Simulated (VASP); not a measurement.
# Tl (P4_2/mcm) in VASP: single point with PBE

Aim: the single point of Tl with PBE.

Program: VASP 6.6.1. These are calculated values, not measurements. Logs are shortened: lines on timing, memory, paths and dates and some standing lists are left out, and cuts for length are marked.

## 1. The cell of the first run

The typed cell holds 4 atoms: a = 5.376 Å, b = 5.376 Å, c = 4.360 Å, α = 90.00°, β = 90.00°, γ = 90.00°.

## 2. Single point, PBE

INCAR reads:

```
SYSTEM = Tl
PREC     = Accurate       ! precision mode
ENCUT    = 520            ! plane-wave cutoff, eV
EDIFF    = 1E-6           ! SCF threshold, eV
ISMEAR   = 0              ! smearing method
SIGMA    = 0.1            ! smearing width, eV
LREAL    = .FALSE.        ! projectors in reciprocal space
LASPH    = .TRUE.         ! aspherical terms in the spheres
NELM     = 60             ! most SCF steps
ALGO     = Normal         ! electronic algorithm
ISIF     = 2              ! what is computed and relaxed
LWAVE    = .FALSE.        ! write WAVECAR
LCHARG   = .FALSE.        ! write CHGCAR
GGA      = PE             ! functional
NBANDS   = 34             ! bands
```

KPOINTS reads:

```
regular mesh
0
G
  4 4 4
  0 0 0
```

POSCAR reads:

```
Tl
1.0
    5.3762567652      0.0000000000      0.0000000000
    0.0000000000      5.3762567652      0.0000000000
    0.0000000000      0.0000000000      4.3602324479
Tl
4
Direct
    0.2502944622      0.7497055378      0.0000000000
    0.2502944622      0.2502944622      0.5000000000
    0.7497055378      0.7497055378      0.5000000000
    0.7497055378      0.2502944622      0.0000000000
```

Potentials or basis: VASP PAW PBE potentials, release 64 (Tl_d).

Command:

```sh
$ cat potpaw_PBE.64/Tl_d/POTCAR > POTCAR
$ mpirun -np 1 vasp_std > vasp.out
```

OUTCAR:

```text
SYSTEM = Tl
   PREC = Accurate
   ENCUT = 520
   EDIFF = 1E-6
   ISMEAR = 0
   LREAL = .FALSE.
   LASPH = .TRUE.
   NELM = 60
   ISIF = 2
   GGA = PE

 ion  position               nearest neighbor table
   1  0.250  0.750  0.000-   2 3.46   3 3.46   2 3.46   3 3.46   2 3.46   2 3.46   3 3.46   3 3.46
                             4 3.80   4 3.80   4 3.80   4 3.81
   2  0.250  0.250  0.500-   1 3.46   4 3.46   1 3.46   4 3.46   1 3.46   1 3.46   4 3.46   4 3.46
                             3 3.80   3 3.80   3 3.80   3 3.81
   3  0.750  0.750  0.500-   1 3.46   4 3.46   1 3.46   4 3.46   1 3.46   1 3.46   4 3.46   4 3.46
                             2 3.80   2 3.80   2 3.80   2 3.81
   4  0.750  0.250  0.000-   2 3.46   3 3.46   2 3.46   3 3.46   2 3.46   2 3.46   3 3.46   3 3.46
                             1 3.80   1 3.80   1 3.80   1 3.81

  LATTYP: Found a simple tetragonal cell.
 ALAT       =     5.3762567652
 C/A-ratio  =     0.8110164076

  Lattice vectors:

 A1 = (   5.3762567652,   0.0000000000,   0.0000000000)
 A2 = (   0.0000000000,   5.3762567652,   0.0000000000)
 A3 = (   0.0000000000,   0.0000000000,   4.3602324479)

Analysis of symmetry for initial positions (statically):
=====================================================================
 Subroutine PRICEL returns:
 Original cell was already a primitive cell.

 Routine SETGRP: Setting up the symmetry group for a
 simple tetragonal supercell.

 Subroutine GETGRP returns: Found 16 space group operations
 (whereof  8 operations were pure point group operations)
 out of a pool of 16 trial point group operations.

The static configuration has the point symmetry D_2h.
 The point group associated with its full space group is D_4h.

Analysis of symmetry for dynamics (positions and initial velocities):
=====================================================================
 Subroutine PRICEL returns:
 Original cell was already a primitive cell.

 Routine SETGRP: Setting up the symmetry group for a
 simple tetragonal supercell.

 Subroutine GETGRP returns: Found 16 space group operations
 (whereof  8 operations were pure point group operations)
 out of a pool of 16 trial point group operations.

The dynamic configuration has the point symmetry D_2h.
 The point group associated with its full space group is D_4h.

 Subroutine INISYM returns: Found 16 space group operations
 (whereof  8 operations are pure point group operations),
 and found     1 'primitive' translations

----------------------------------------------------------------------------------------

                                     Primitive cell

  volume of cell :     126.0288

  direct lattice vectors                    reciprocal lattice vectors
     5.376256765  0.000000000  0.000000000     0.186003021  0.000000000  0.000000000
     0.000000000  5.376256765  0.000000000     0.000000000  0.186003021  0.000000000
     0.000000000  0.000000000  4.360232448     0.000000000  0.000000000  0.229345571

  length of vectors
     5.376256765  5.376256765  4.360232448     0.186003021  0.186003021  0.229345571

  position of ions in fractional coordinates (direct lattice)
     0.250294462  0.749705538  0.000000000
     0.250294462  0.250294462  0.500000000
     0.749705538  0.749705538  0.500000000
     0.749705538  0.250294462  0.000000000

  ion indices of the primitive-cell ions
   primitive index   ion index
                 1           1
                 2           2
                 3           3
                 4           4

----------------------------------------------------------------------------------------

 KPOINTS: regular mesh

Automatic generation of k-mesh.
 Grid dimensions read from file:
 generate k-points for:    4    4    4

 Generating k-lattice:

  Cartesian coordinates                     Fractional coordinates (reciprocal lattice)
     0.046500755  0.000000000  0.000000000     0.250000000  0.000000000  0.000000000
     0.000000000  0.046500755  0.000000000     0.000000000  0.250000000  0.000000000
     0.000000000  0.000000000  0.057336393     0.000000000  0.000000000  0.250000000

  Length of vectors
     0.046500755  0.046500755  0.057336393

  Shift w.r.t. Gamma in fractional coordinates (k-lattice)
     0.000000000  0.000000000  0.000000000

 Subroutine IBZKPT returns following result:
 ===========================================

 Found     18 irreducible k-points:

 Following reciprocal coordinates:
            Coordinates               Weight
  0.000000  0.000000  0.000000      1.000000
  0.250000  0.000000  0.000000      4.000000
  0.500000  0.000000  0.000000      2.000000
  0.250000  0.250000  0.000000      4.000000
  0.500000  0.250000  0.000000      4.000000
  0.500000  0.500000  0.000000      1.000000
[... 10 lines left out ...]
  0.500000  0.250000  0.500000      4.000000
  0.500000  0.500000  0.500000      1.000000
   k-points           NKPTS =     18   k-points in BZ     NKDIM =     18   number of bands    NBANDS=     34
   number of dos      NEDOS =    301   number of ions     NIONS =      4
   total plane-waves  NPLWV =  51200
   dimension x,y,z NGX =    40 NGY =   40 NGZ =   32
   dimension x,y,z NGXF=    80 NGYF=   80 NGZF=   64
   ions per type =               4
   NGX,Y,Z   is equivalent  to a cutoff of  12.37, 12.37, 12.20 a.u.
   NGXF,Y,Z  is equivalent  to a cutoff of  24.74, 24.74, 24.40 a.u.
 SYSTEM =  Tl
   PREC   = accura    normal or accurate (medium, high low for compatibility)
   ISTART =      0    job   : 0-new  1-cont  2-samecut
   ICHARG =      2    charge: 1-file 2-atom 10-const
   ISPIN  =      1    spin polarized calculation?
   LNONCOLLINEAR =      F non collinear calculations
   LSORBIT =      F    spin-orbit coupling
   LASPH  =      T    aspherical Exc in radial PAW
   ENCUT  =  520.0 eV  38.22 Ry    6.18 a.u.  10.00 10.00  8.11*2*pi/ulx,y,z
   NELM   =     60;   NELMIN=  2; NELMDL= -5     # of ELM steps
   EDIFF  = 0.1E-05   stopping-criterion for ELM
   LREAL  =      F    real-space projection
   EDIFFG = 0.1E-04   stopping-criterion for IOM
   NSW    =      0    number of steps for IOM
   IBRION =     -1    ionic relax: 0-MD 1-quasi-New 2-CG
   NFREE  =      0    steps in history (QN), initial steepest desc. (CG)
   ISIF   =      2    stress and relaxation
   ISYM   =      2    0-nonsym 1-usesym 2-fastsym
   POTIM  = 0.5000    time-step for ionic-motion
   TEBEG  =    0.0;   TEEND  =   0.0 temperature during run
   PSTRESS=    0.0 pullay stress
   NELECT =      52.0000    total number of electrons
   NUPDOWN=      -1.0000    fix difference up-down
   EMIN   =  10.00;   EMAX   =-10.00  energy-range for DOS
   EFERMI =   0.00;   METHOD = LEGACY
   ISMEAR =     0;   SIGMA  =   0.10  broadening in eV -4-tet -1-fermi 0-gaus
   EFERMI_NEDOS =   21; number of points for ismear=-14 and -15
   IALGO  =     38    algorithm
   IMIX   =      4    mixing-type and parameters
     AMIX     =   0.40;   BMIX     =  1.00
     AMIX_MAG =   1.60;   BMIX_MAG =  1.00
  volume/ion in A,a.u.               =      31.51       212.62
  Fermi-wavevector in a.u.,A,eV,Ry     =   1.218763  2.303129 20.209879  1.485384
  Thomas-Fermi vector in A             =   2.354039
   LORBIT       =      0    0 simple, 1 ext, 2 COOP (PROOUT), +10 PAW based schemes
   GGA     = PE    functional components
   LHFCALC =     F    Hartree Fock is set to
   AEXX    =    0.0000 exact exchange contribution
   IVDW    =     0    specifies the selected vdW correction
   LEPSILON=     F    determine dielectric tensor
   LRPA    =     F    only Hartree local field effects (RPA)
 non-spin polarized calculation
 Gauss-broadening in eV      SIGMA  =   0.10
  energy-cutoff  :      520.00
  volume of cell :      126.03
 maximum number of plane-waves:      3416
 NGX is ok and might be reduce to    40
   NGX = 19   NGY = 19   NGZ = 17

 number of electron      52.0000009 magnetization

 Free energy of the ion-electron system (eV)
  ---------------------------------------------------
  ext. energy  EPLUGINS =         0.00000000
  ---------------------------------------------------
  free energy    TOTEN  =        -8.77032576 eV

  energy without entropy =       -8.74201629  energy(sigma->0) =       -8.75617102

 E-fermi :   5.7979     XC(G=0):  -9.7152

 val. band max:        5.7836832221   @ k =   0.2500   0.0000   0.0000
 cond. band min:       5.8074537593   @ k =   0.2500   0.0000   0.2500
 fundamental gap:      0.0237705372
 Fermi energy:         5.7979212824

 k-point     1 :       0.0000    0.0000    0.0000
  band No.  band energies     occupation
      1      -6.1578      2.00000
      2      -6.1578      2.00000
      3      -6.1134      2.00000
      4      -6.0842      2.00000
      5      -6.0612      2.00000
      6      -6.0612      2.00000
[... 26 lines left out ...]
     33      11.1019      0.00000
     34      11.5762      0.00000

 k-point     2 :       0.2500    0.0000    0.0000
  band No.  band energies     occupation
      1      -6.1301      2.00000
      2      -6.0614      2.00000
      3      -6.0417      2.00000
      4      -6.0320      2.00000
      5      -6.0127      2.00000
      6      -6.0045      2.00000
[... 26 lines left out ...]
     33      11.5035      0.00000
     34      12.9534      0.00000

 k-point     3 :       0.5000    0.0000    0.0000
  band No.  band energies     occupation
      1      -6.0634      2.00000
      2      -6.0619      2.00000
      3      -5.9493      2.00000
      4      -5.9490      2.00000
      5      -5.9100      2.00000
      6      -5.9080      2.00000
[... 26 lines left out ...]
     33      11.9853      0.00000
     34      11.9999      0.00000

 k-point     4 :       0.2500    0.2500    0.0000
  band No.  band energies     occupation
      1      -6.0371      2.00000
      2      -6.0371      2.00000
      3      -6.0220      2.00000
      4      -5.9571      2.00000
      5      -5.9571      2.00000
      6      -5.9413      2.00000
[... 26 lines left out ...]
     33      10.3697      0.00000
     34      11.6626      0.00000

 k-point     5 :       0.5000    0.2500    0.0000
  band No.  band energies     occupation
      1      -5.9794      2.00000
      2      -5.9780      2.00000
      3      -5.9234      2.00000
      4      -5.9234      2.00000
      5      -5.8609      2.00000
      6      -5.8590      2.00000
[... 399 lines left out ...]
 k-point    16 :       0.2500    0.2500    0.5000
  band No.  band energies     occupation
      1      -5.9937      2.00000
      2      -5.9937      2.00000
      3      -5.9525      2.00000
      4      -5.9525      2.00000
      5      -5.9249      2.00000
      6      -5.9248      2.00000
[... 26 lines left out ...]
     33      11.0660      0.00000
     34      11.0661      0.00000

 k-point    17 :       0.5000    0.2500    0.5000
  band No.  band energies     occupation
      1      -6.0086      2.00000
      2      -6.0086      2.00000
      3      -6.0084      2.00000
      4      -6.0084      2.00000
      5      -5.9659      2.00000
      6      -5.9659      2.00000
[... 26 lines left out ...]
     33      12.6522      0.00000
     34      12.6549      0.00000

 k-point    18 :       0.5000    0.5000    0.5000
  band No.  band energies     occupation
      1      -6.0325      2.00000
      2      -6.0325      2.00000
      3      -6.0325      2.00000
      4      -6.0325      2.00000
      5      -6.0241      2.00000
      6      -6.0241      2.00000
[... 26 lines left out ...]
     33      13.1586      0.00000
     34      13.1586      0.00000

------------------------ aborting loop because EDIFF is reached ----------------------------------------

  FORCE on cell =-STRESS in cart. coord.  units (eV):
  Direction    XX          YY          ZZ          XY          YZ          ZX
  --------------------------------------------------------------------------------------
  -------------------------------------------------------------------------------------
  Total       -0.0314039     -0.0314039      0.0206326     -0.0000000      0.0000000      0.0000000
  in kB       -0.3992313     -0.3992313      0.2622978     -0.0000000      0.0000000      0.0000000
  external PRESSURE =      -0.1787216 kB  Pullay stress =       0.0000000 kB

 VOLUME and BASIS-vectors are now :
 -----------------------------------------------------------------------------
  energy-cutoff  :      520.00
  volume of cell :      126.03
      direct lattice vectors                 reciprocal lattice vectors
     5.376256765  0.000000000  0.000000000     0.186003021  0.000000000  0.000000000
     0.000000000  5.376256765  0.000000000     0.000000000  0.186003021  0.000000000
     0.000000000  0.000000000  4.360232448     0.000000000  0.000000000  0.229345571

 POSITION                                       TOTAL-FORCE (eV/Angst)
 -----------------------------------------------------------------------------------
      1.34565      4.03061      0.00000        -0.002690      0.002690      0.000000
      1.34565      1.34565      2.18012        -0.002690     -0.002690     -0.000000
      4.03061      4.03061      2.18012         0.002690      0.002690      0.000000
      4.03061      1.34565      0.00000         0.002690     -0.002690     -0.000000
 -----------------------------------------------------------------------------------
    total drift:                               -0.000000      0.000000     -0.000000

  FREE ENERGIE OF THE ION-ELECTRON SYSTEM (eV)
  ---------------------------------------------------
  free  energy   TOTEN  =        -8.7703257553 eV

  energy  without entropy=       -8.7420162875  energy(sigma->0) =       -8.75617102
```

Wall time 21 s (1 thread of AMD EPYC 9R45 (Zen 5), shared host); peak memory 0.2 GiB.

Results:

```yaml
Free_energy: -8.7703 eV
Pressure: 0.0 GPa
Largest_force: 0.004 eV/Å
Band_gap_on_the_k_mesh: zero (band 26 reaches 8.14 eV, above the bottom of band 27 at 3.14 eV)
```

Forces on the atoms (eV/Å):
```
Tl  -0.003  0.003  0.000
Tl  -0.003 -0.003  0.000
Tl   0.003  0.003  0.000
Tl   0.003 -0.003  0.000
```

Caveat: the k points lie up to 0.36 Å⁻¹ apart; spin-orbit coupling is left out, which moves the levels of the heavy elements.
